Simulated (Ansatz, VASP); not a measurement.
# Ga2O3: VASP beside Ansatz

File POSCAR:

```
Ga2O3
1.0
    2.4922597440      1.4389068341      4.5702569001
   -2.4922597440      1.4389068341      4.5702569001
    0.0000000000     -2.8778136682      4.5702569001
Ga O
4 6
Direct
    0.8547071175      0.8547071175      0.8547071175
    0.3547071175      0.3547071175      0.3547071175
    0.1452928825      0.1452928825      0.1452928825
    0.6452928825      0.6452928825      0.6452928825
    0.4460658864      0.0539341136      0.7500000000
    0.0539341136      0.7500000000      0.4460658864
    0.5539341136      0.9460658864      0.2500000000
    0.2500000000      0.5539341136      0.9460658864
    0.9460658864      0.2500000000      0.5539341136
    0.7500000000      0.4460658864      0.0539341136
```

INCAR.step1

```
PREC     = Accurate       # precision mode
ENCUT    = 520            # plane-wave cutoff, eV
ISMEAR   = 0              # smearing method
SIGMA    = 0.01           # smearing width, eV
LREAL    = F              # projectors in reciprocal space
LASPH    = T              # aspherical terms in the spheres
NELM     = 60             # most SCF steps
NBANDS   = 55             # bands
GGA      = PE             # functional
ALGO     = Normal         # electronic algorithm
EDIFF    = 1E-4           # SCF threshold, eV
LWAVE    = T              # write WAVECAR
LCHARG   = F              # write CHGCAR
```

Contents of INCAR.step2:

```
PREC     = Accurate       # precision mode
ENCUT    = 520            # plane-wave cutoff, eV
EDIFF    = 1E-7           # SCF threshold, eV
ISMEAR   = 0              # smearing method
SIGMA    = 0.01           # smearing width, eV
LREAL    = F              # projectors in reciprocal space
LASPH    = T              # aspherical terms in the spheres
NELM     = 60             # most SCF steps
ALGO     = Normal         # electronic algorithm
ISIF     = 2              # what is computed and relaxed
LWAVE    = F              # write WAVECAR
LCHARG   = F              # write CHGCAR
METAGGA  = R2SCAN         # meta-GGA
LMIXTAU  = T            
NBANDS   = 55             # bands
ISTART   = 1
```

Contents of KPOINTS:

```
regular mesh
0
Gamma
  6 6 6
```

Input for Ansatz:

```yaml
crystal:
  lattice:
    - [2.492259744, 1.4389068341, 4.5702569001]
    - [-2.492259744, 1.4389068341, 4.5702569001]
    - [0.0, -2.8778136682, 4.5702569001]
  atoms:
    - { symbol: Ga, position: [0.8547071175, 0.8547071175, 0.8547071175] }
    - { symbol: Ga, position: [0.3547071175, 0.3547071175, 0.3547071175] }
    - { symbol: Ga, position: [0.1452928825, 0.1452928825, 0.1452928825] }
    - { symbol: Ga, position: [0.6452928825, 0.6452928825, 0.6452928825] }
    - { symbol: O, position: [0.4460658864, 0.0539341136, 0.75] }
    - { symbol: O, position: [0.0539341136, 0.75, 0.4460658864] }
    - { symbol: O, position: [0.5539341136, 0.9460658864, 0.25] }
    - { symbol: O, position: [0.25, 0.5539341136, 0.9460658864] }
    - { symbol: O, position: [0.9460658864, 0.25, 0.5539341136] }
    - { symbol: O, position: [0.75, 0.4460658864, 0.0539341136] }
kpoints:
  mp_grid: { grid: [6, 6, 6] }
  band_path:
    path:
      - [0.0, 0.0, 0.0]
      - [0.5, 0.5, 0.5]
      - [0.764580087, 0.235419913, 0.5]
      - [0.5, -0.235419913, 0.235419913]
      - [0.5, 0.0, 0.0]
      - [0.3677099565, -0.3677099565, 0.0]
      - [0.6322900435, 0.0, 0.3677099565]
      - [0.5, 0.0, 0.5]
      - [0.0, 0.161458, -0.161458]
    npoints: 1
hamiltonian:
  xc: r2scan
scf:
  occupations: { method: fixed }
  n_extra_bands: 6
output:
  forces: true
  stress: true
  eigenvalues: true
```

Change from the starting cell: uniaxial_z strain +2.0%.

Alike in both runs: task single point; functional r2SCAN; k mesh 6 × 6 × 6; no spin polarisation.

|  | VASP | Ansatz |
| --- | --- | --- |
| version | VASP 6.6.1 | Ansatz 0.2.0 |
| potentials or method | VASP PAW PBE potentials, release 64 (Ga_d, O) | plane waves, PAW |
| plane-wave cutoff (eV) | 520 | 500 |
| occupations | gaussian, width 0.01 eV | fixed |
| valence electrons in the cell | 88 | 88 |

|  | VASP | Ansatz | Ansatz less VASP |
| --- | --- | --- | --- |
| gap on the k mesh at the Fermi level (eV) | 3.33 | 3.34 | +0.007 |
| pressure (GPa) | -2.4 | -4.1 | -1.78 |
| traceless stress, the component that is largest in VASP (GPa) | -3.57 | -3.19 | +0.383 |
| rms of the force components (eV/Å) | 0.025 | 0.000 | -0.0246 |

VASP's potentials were made for PBE, not for r2SCAN. Atom by atom the forces differ by 0.025 eV/Å (rms over components).
